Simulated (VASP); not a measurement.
# C (P6/mmm) in VASP: further runs

C is run at these levels: PBE; tasks: single point.

Everything below comes from runs of VASP 6.6.1. Logs are shortened: lines on timing, memory, paths and dates and some standing lists are left out, and cuts for length are marked.

### Step 1. The cell of the first run

It takes space group P6/mmm (No. 191, hexagonal). Conventional cell: a = 2.467 Å, b = 2.467 Å, c = 4.072 Å, α = 90.00°, β = 90.00°, γ = 120.00°. Within 1.9 Å of C (site symmetry -6m2) lie 3 C at 1.42 Å.

The cell was built from a structure type or drawn by symmetry, and may not be a known phase.

### Step 2. Single point, PBE

Contents of INCAR:

```
PREC = Accurate ; ENCUT = 520
EDIFF = 1E-6 ; ISMEAR = 0
SIGMA = 0.1 ; LREAL = False
LASPH = True ; NELM = 60
ALGO = Normal ; ISIF = 2
LWAVE = False ; LCHARG = False
GGA = PE ; NBANDS = 11
```

Contents of KPOINTS:

```
regular mesh
0
Gamma
  12 12 6
```

Contents of POSCAR:

```
C
1.0
    2.4666199211      0.0000000037      0.0000000000
   -1.2333099637      2.1361555113      0.0000000000
    0.0000000000      0.0000000000      4.0721135630
C
2
Direct
    0.6666666667      0.3333333333      0.4999997433
    0.3333333333      0.6666666667      0.5000002567
```

Potentials or basis: VASP PAW PBE potentials, release 64 (C).

Run with:

```
$ cat potpaw_PBE.64/C/POTCAR > POTCAR
$ mpirun -np 1 vasp_std > vasp.out
```

OUTCAR:

```text
PREC = Accurate
   ENCUT = 520
   EDIFF = 1E-6
   ISMEAR = 0
   LREAL = False
   LASPH = True
   NELM = 60
   ISIF = 2
   GGA = PE

 ion  position               nearest neighbor table
   1  0.667  0.333  0.500-   2 1.42   2 1.42   2 1.42
   2  0.333  0.667  0.500-   1 1.42   1 1.42   1 1.42

  LATTYP: Found a hexagonal cell.
 ALAT       =     2.4666199211
 C/A-ratio  =     1.6508881357

  Lattice vectors:

 A1 = (   2.4666199211,   0.0000000037,   0.0000000000)
 A2 = (  -1.2333099637,   2.1361555113,   0.0000000000)
 A3 = (   0.0000000000,   0.0000000000,   4.0721135630)

Analysis of symmetry for initial positions (statically):
=====================================================================
 Subroutine PRICEL returns:
 Original cell was already a primitive cell.

 Routine SETGRP: Setting up the symmetry group for a
 hexagonal supercell.

 Subroutine GETGRP returns: Found 24 space group operations
 (whereof 24 operations were pure point group operations)
 out of a pool of 24 trial point group operations.

The static configuration has the point symmetry D_6h.

Analysis of symmetry for dynamics (positions and initial velocities):
=====================================================================
 Subroutine PRICEL returns:
 Original cell was already a primitive cell.

 Routine SETGRP: Setting up the symmetry group for a
 hexagonal supercell.

 Subroutine GETGRP returns: Found 24 space group operations
 (whereof 24 operations were pure point group operations)
 out of a pool of 24 trial point group operations.

The dynamic configuration has the point symmetry D_6h.

 Subroutine INISYM returns: Found 24 space group operations
 (whereof 24 operations are pure point group operations),
 and found     1 'primitive' translations

----------------------------------------------------------------------------------------

                                     Primitive cell

  volume of cell :      21.4563

  direct lattice vectors                    reciprocal lattice vectors
     2.466619921  0.000000004  0.000000000     0.405413088  0.234065356  0.000000000
    -1.233309964  2.136155511  0.000000000    -0.000000001  0.468130711  0.000000000
     0.000000000  0.000000000  4.072113563     0.000000000  0.000000000  0.245572719

  length of vectors
     2.466619921  2.466619921  4.072113563     0.468130711  0.468130711  0.245572719

  position of ions in fractional coordinates (direct lattice)
     0.666666667  0.333333333  0.499999743
     0.333333333  0.666666667  0.500000257

  ion indices of the primitive-cell ions
   primitive index   ion index
                 1           1
                 2           2

----------------------------------------------------------------------------------------

 KPOINTS: regular mesh

Automatic generation of k-mesh.
 Grid dimensions read from file:
 generate k-points for:   12   12    6

 Generating k-lattice:

  Cartesian coordinates                     Fractional coordinates (reciprocal lattice)
     0.033784424  0.019505446  0.000000000     0.083333333  0.000000000  0.000000000
    -0.000000000  0.039010893  0.000000000    -0.000000000  0.083333333  0.000000000
     0.000000000  0.000000000  0.040928787     0.000000000  0.000000000  0.166666667

  Length of vectors
     0.039010893  0.039010893  0.040928787

  Shift w.r.t. Gamma in fractional coordinates (k-lattice)
     0.000000000  0.000000000  0.000000000

 Subroutine IBZKPT returns following result:
 ===========================================

 Found     76 irreducible k-points:

 Following reciprocal coordinates:
            Coordinates               Weight
  0.000000  0.000000  0.000000      1.000000
  0.083333  0.000000  0.000000      6.000000
  0.166667  0.000000  0.000000      6.000000
  0.250000  0.000000  0.000000      6.000000
  0.333333  0.000000  0.000000      6.000000
  0.416667  0.000000  0.000000      6.000000
[... 16 lines left out ...]
  0.250000  0.000000  0.166667     12.000000
  0.333333  0.000000  0.166667     12.000000
 [... further k-points ...]
   k-points           NKPTS =     76   k-points in BZ     NKDIM =     76   number of bands    NBANDS=     11
   number of dos      NEDOS =    301   number of ions     NIONS =      2
   total plane-waves  NPLWV =   9720
   dimension x,y,z NGX =    18 NGY =   18 NGZ =   30
   dimension x,y,z NGXF=    36 NGYF=   36 NGZF=   60
   ions per type =               2
   NGX,Y,Z   is equivalent  to a cutoff of  12.13, 12.13, 12.25 a.u.
   NGXF,Y,Z  is equivalent  to a cutoff of  24.26, 24.26, 24.50 a.u.
 SYSTEM =  unknown system
   PREC   = accura    normal or accurate (medium, high low for compatibility)
   ISTART =      0    job   : 0-new  1-cont  2-samecut
   ICHARG =      2    charge: 1-file 2-atom 10-const
   ISPIN  =      1    spin polarized calculation?
   LNONCOLLINEAR =      F non collinear calculations
   LSORBIT =      F    spin-orbit coupling
   LASPH  =      T    aspherical Exc in radial PAW
   ENCUT  =  520.0 eV  38.22 Ry    6.18 a.u.   4.59  4.59  7.57*2*pi/ulx,y,z
   NELM   =     60;   NELMIN=  2; NELMDL= -5     # of ELM steps
   EDIFF  = 0.1E-05   stopping-criterion for ELM
   LREAL  =      F    real-space projection
[... 7 lines left out ...]
   TEBEG  =    0.0;   TEEND  =   0.0 temperature during run
   PSTRESS=    0.0 pullay stress
   NELECT =       8.0000    total number of electrons
   NUPDOWN=      -1.0000    fix difference up-down
   EMIN   =  10.00;   EMAX   =-10.00  energy-range for DOS
   EFERMI =   0.00;   METHOD = LEGACY
   ISMEAR =     0;   SIGMA  =   0.10  broadening in eV -4-tet -1-fermi 0-gaus
   EFERMI_NEDOS =   21; number of points for ismear=-14 and -15
   IALGO  =     38    algorithm
   IMIX   =      4    mixing-type and parameters
     AMIX     =   0.40;   BMIX     =  1.00
     AMIX_MAG =   1.60;   BMIX_MAG =  1.00
  volume/ion in A,a.u.               =      10.73        72.40
  Fermi-wavevector in a.u.,A,eV,Ry     =   1.178293  2.226650 18.889969  1.388374
  Thomas-Fermi vector in A             =   2.314624
   LORBIT       =      0    0 simple, 1 ext, 2 COOP (PROOUT), +10 PAW based schemes
   GGA     = PE    functional components
   LHFCALC =     F    Hartree Fock is set to
   AEXX    =    0.0000 exact exchange contribution
   IVDW    =     0    specifies the selected vdW correction
   LEPSILON=     F    determine dielectric tensor
   LRPA    =     F    only Hartree local field effects (RPA)
 non-spin polarized calculation
 Gauss-broadening in eV      SIGMA  =   0.10
  energy-cutoff  :      520.00
  volume of cell :       21.46
 maximum number of plane-waves:       592
   NGX =  9   NGY =  9   NGZ = 15

 number of electron       7.9999997 magnetization

 Free energy of the ion-electron system (eV)
  ---------------------------------------------------
  ext. energy  EPLUGINS =         0.00000000
  ---------------------------------------------------
  free energy    TOTEN  =       -18.44669069 eV

  energy without entropy =      -18.44623833  energy(sigma->0) =      -18.44646451

 E-fermi :   3.1224     XC(G=0):  -9.0095

 val. band max:        3.0288577873   @ k =   0.3333   0.3333   0.3333
 cond. band min:       3.2157232436   @ k =   0.3333   0.3333   0.1667
 fundamental gap:      0.1868654563
 Fermi energy:         3.1224348402

 k-point     1 :       0.0000    0.0000    0.0000
  band No.  band energies     occupation
      1     -16.4179      2.00000
      2      -4.1508      2.00000
      3       0.0789      2.00000
      4       0.0789      2.00000
      5       6.3530      0.00000
      6      11.4196      0.00000
      7      11.4196      0.00000
      8      14.5775      0.00000
      9      15.5625      0.00000
     10      21.5056      0.00000
     11      25.4822      0.00000

 k-point     2 :       0.0833    0.0000    0.0000
  band No.  band energies     occupation
      1     -16.2536      2.00000
      2      -3.9580      2.00000
      3      -0.5728      2.00000
      4      -0.2593      2.00000
      5       6.5650      0.00000
      6      11.4868      0.00000
      7      12.1141      0.00000
      8      14.0265      0.00000
      9      15.8610      0.00000
     10      21.5498      0.00000
     11      25.9630      0.00000

 k-point     3 :       0.1667    0.0000    0.0000
  band No.  band energies     occupation
      1     -15.7625      2.00000
      2      -3.3849      2.00000
      3      -2.2126      2.00000
      4      -1.0512      2.00000
      5       7.2016      0.00000
      6      11.4308      0.00000
      7      12.5474      0.00000
      8      13.9541      0.00000
      9      16.8061      0.00000
     10      21.5616      0.00000
     11      26.7041      0.00000

 k-point     4 :       0.2500    0.0000    0.0000
  band No.  band energies     occupation
      1     -14.9503      2.00000
      2      -4.3131      2.00000
      3      -2.4519      2.00000
      4      -1.9300      2.00000
      5       8.2594      0.00000
      6      10.4980      0.00000
      7      11.1445      0.00000
      8      16.4981      0.00000
      9      18.0448      0.00000
     10      21.3022      0.00000
     11      24.9808      0.00000
[... 239 lines left out ...]
 k-point    22 :       0.1667    0.0000    0.1667
  band No.  band energies     occupation
      1     -15.7492      2.00000
      2      -3.5554      2.00000
      3      -2.2101      2.00000
      4      -1.0499      2.00000
      5       7.8684      0.00000
      6      11.4396      0.00000
      7      12.5083      0.00000
      8      13.9582      0.00000
      9      16.8405      0.00000
     10      20.0947      0.00000
     11      26.3831      0.00000

 k-point    23 :       0.2500    0.0000    0.1667
  band No.  band energies     occupation
      1     -14.9379      2.00000
      2      -4.3093      2.00000
      3      -2.6140      2.00000
      4      -1.9285      2.00000
      5       8.8924      0.00000
      6      10.4488      0.00000
      7      11.1598      0.00000
      8      16.5020      0.00000
      9      18.1332      0.00000
     10      20.3091      0.00000
     11      24.3670      0.00000

 k-point    24 :       0.3333    0.0000    0.1667
  band No.  band energies     occupation
      1     -13.8182      2.00000
      2      -6.5129      2.00000
      3      -2.6608      2.00000
      4      -1.3602      2.00000
      5       8.1223      0.00000
      6      10.3250      0.00000
      7      10.8804      0.00000
      8      18.4598      0.00000
      9      19.3298      0.00000
     10      20.3265      0.00000
     11      23.0726      0.00000

 [... further k-points ...]

------------------------ aborting loop because EDIFF is reached ----------------------------------------

  FORCE on cell =-STRESS in cart. coord.  units (eV):
  Direction    XX          YY          ZZ          XY          YZ          ZX
  --------------------------------------------------------------------------------------
  -------------------------------------------------------------------------------------
  Total        0.0724443      0.0724443      0.0287936      0.0000000     -0.0000000      0.0000000
  in kB        5.4095368      5.4095368      2.1500659      0.0000000     -0.0000000      0.0000000
  external PRESSURE =       4.3230465 kB  Pullay stress =       0.0000000 kB

 VOLUME and BASIS-vectors are now :
 -----------------------------------------------------------------------------
  energy-cutoff  :      520.00
  volume of cell :       21.46
      direct lattice vectors                 reciprocal lattice vectors
     2.466619921  0.000000004  0.000000000     0.405413088  0.234065356  0.000000000
    -1.233309964  2.136155511  0.000000000    -0.000000001  0.468130711  0.000000000
     0.000000000  0.000000000  4.072113563     0.000000000  0.000000000  0.245572719

 POSITION                                       TOTAL-FORCE (eV/Angst)
 -----------------------------------------------------------------------------------
      1.23331      0.71205      2.03606        -0.000000      0.000000      0.000000
     -0.00000      1.42410      2.03606         0.000000     -0.000000      0.000000
 -----------------------------------------------------------------------------------
    total drift:                                0.000000     -0.000000      0.000000

  FREE ENERGIE OF THE ION-ELECTRON SYSTEM (eV)
  ---------------------------------------------------
  free  energy   TOTEN  =       -18.4466906904 eV

  energy  without entropy=      -18.4462383345  energy(sigma->0) =      -18.44646451
```

It took 10 s on 1 thread of Intel Xeon Platinum 8259CL at 2.50GHz (Skylake/Cascade Lake), shared host; peak memory 0.13 GiB.

Results:

```yaml
Free_energy: -18.4467 eV
Pressure: 0.4 GPa
Band_gap_on_the_k_mesh: zero (bands 4 and 5 overlap by 0.37 eV)
```

Caveat: this functional lacks dispersion, which binds the layers, so the pressure and a relaxed spacing across them are unreliable.

### Step 3. Single point, PBE, collinear spin

Contents of INCAR:

```
  PREC = Accurate
  ENCUT = 520
  EDIFF = 1E-6
  ISMEAR = 0
  SIGMA = 0.1
  LREAL = F
  LASPH = T
  NELM = 150
  ALGO = Normal
  ISIF = 2
  LWAVE = F
  LCHARG = T
  ISPIN = 2
  MAGMOM = 1 1
  LORBIT = 11
  GGA = PE
  LELF = T
  LVHAR = T
  NBANDS = 15
```

Contents of KPOINTS:

```
regular mesh
0
Gamma
  12 12 4
```

Contents of POSCAR:

```
C
1.0
    2.4666199211      0.0000000000      0.0000000000
   -1.2333099605      2.1361555131      0.0000000000
    0.0000000000      0.0000000000      4.0721135630
C
2
Direct
    0.6666666667      0.3333333333      0.5000000000
    0.3333333333      0.6666666667      0.5000000000
```

Potentials or basis: VASP PAW PBE potentials, release 64 (C).

Run with:

```
$ cat potpaw_PBE.64/C/POTCAR > POTCAR
$ mpirun -np 1 vasp_std > vasp.out
```

It took 26 s on 1 thread of Intel Xeon Platinum 8259CL at 2.50GHz (Skylake/Cascade Lake), shared host; peak memory 0.14 GiB.

Results (log left out):

| Item | Value |
| --- | --- |
| Free energy | -18.4465 eV |
| Pressure | 0.4 GPa |
| Band gap on the k mesh | zero (filled and empty bands overlap) |
| Net moment | 0.00 μB per cell |
| Valence electrons inside the program's atomic spheres | C 2.65 |

Stress tensor (GPa, compression positive):
```
0.54 0.00 0.00
0.00 0.54 0.00
0.00 0.00 0.25
```

Levels at points of the mesh, in eV from the Fermi level:
Spin up:
| k point | band 1 | band 2 | band 3 | band 4 | band 5 | band 6 | band 7 | band 8 | band 9 |
| --- | --- | --- | --- | --- | --- | --- | --- | --- | --- |
| (0.00, 0.00, 0.00) | -19.54 | -7.27 | -3.04 | -3.04 | 3.23 | 8.30 | 8.30 | 11.46 | 12.44 |
| (0.50, 0.00, 0.00) | -14.29 | -13.24 | -6.42 | -2.15 | 1.99 | 7.32 | 10.61 | 10.90 | 17.02 |
| (0.00, 0.00, 0.50) | -19.48 | -7.92 | -3.04 | -3.04 | 6.99 | 8.31 | 8.31 | 11.38 | 11.56 |
| (0.50, 0.00, 0.50) | -14.25 | -13.21 | -6.41 | -2.56 | 1.39 | 7.40 | 12.61 | 14.27 | 16.97 |
Spin down:
| k point | band 2 | band 3 | band 4 | band 5 | band 6 | band 7 |
| --- | --- | --- | --- | --- | --- | --- |
| (0.00, 0.00, 0.00) | -7.27 | -3.04 | -3.04 | 3.23 | 8.30 | 8.30 |
| (0.50, 0.00, 0.00) | -13.24 | -6.42 | -2.15 | 1.99 | 7.32 | 10.61 |
| (0.00, 0.00, 0.50) | -7.92 | -3.04 | -3.04 | 6.99 | 8.31 | 8.31 |
| (0.50, 0.00, 0.50) | -13.21 | -6.41 | -2.56 | 1.39 | 7.40 | 12.61 |

Caveat: the k points lie up to 0.39 Å⁻¹ apart; this functional lacks dispersion, which binds the layers, so the pressure and a relaxed spacing across them are unreliable.

### Step 4. Single point, PBE

This run uses another cell than the first one: it holds 4 atoms, not 2.

Contents of INCAR:

```
SYSTEM = C
  PREC = Accurate
  ENCUT = 520
  EDIFF = 1E-6
  ISMEAR = 0
  SIGMA = 0.2
  LREAL = .False.
  LASPH = .True.
  NELM = 60
  ALGO = Normal
  ISIF = 2
  LWAVE = .False.
  LCHARG = .False.
  GGA = PE
  NBANDS = 16
```

Contents of KPOINTS:

```
regular mesh
0
Gamma
  8 6 6
  0 0 0
```

Contents of POSCAR:

```
C
1.0
    1.2332482724     -2.1360486662      0.0000000000
   -3.6997448173     -2.1360486662      0.0000000000
    0.0000000000      0.0000000000     -4.4289214344
C
4
Direct
    0.0000000000      0.6666666667      0.5000000000
    0.5000000000      0.1666666667      0.5000000000
    0.5000000000      0.8333333333      0.5000000000
    0.0000000000      0.3333333333      0.5000000000
```

Run with:

```
$ cat potpaw_PBE.64/C/POTCAR > POTCAR
$ mpirun -np 1 vasp_std > vasp.out
```

It took 36 s on 1 thread of Intel Xeon Platinum 8259CL at 2.50GHz (Skylake/Cascade Lake), shared host; peak memory 0.17 GiB.

The run converged. Its results:

```yaml
Free_energy: -36.9054 eV
Pressure: 0.4 GPa
Largest_force: 0.071 eV/Å
```

Forces in eV/Å, atoms in the order of the input:
```
C    0.061  0.035  0.000
C    0.061  0.035  0.000
C   -0.061 -0.035  0.000
C   -0.061 -0.035  0.000
```

Stress tensor (GPa, compression positive):
```
 0.26 -0.47  0.00
-0.47  0.80  0.00
 0.00  0.00 -0.01
```

Caveat: this functional lacks dispersion, which binds the layers, so the pressure and a relaxed spacing across them are unreliable.

### Step 5. Overview

| spin | cell | k mesh | smearing | gap on the mesh (eV) | pressure (GPa) |
| --- | --- | --- | --- | --- | --- |
| off | a = 2.467, b = 2.467, c = 4.072 Å, angles 90.0, 90.0, 120.0°, 2 atoms, atomic positions A | 12 × 12 × 6 | gaussian 0.1 eV | none | 0.4 |
| collinear | a = 2.467, b = 2.467, c = 4.072 Å, angles 90.0, 90.0, 120.0°, 2 atoms, atomic positions A | 12 × 12 × 4 | gaussian 0.1 eV | none | 0.4 |
| off | a = 2.466, b = 4.272, c = 4.429 Å, 4 atoms, atomic positions B | 8 × 6 × 6 | gaussian 0.2 eV | - | 0.4 |

Alike in all rows: task single point; level PBE; potentials or basis VASP PAW PBE potentials, release 64 (C); cutoff (eV) 520.

Caveats: some runs use coarse meshes; this functional lacks dispersion, which binds the layers, so the pressure and a relaxed spacing across them are unreliable.

Total energies depend on the potentials used, so only differences within one code and one set of settings carry meaning.
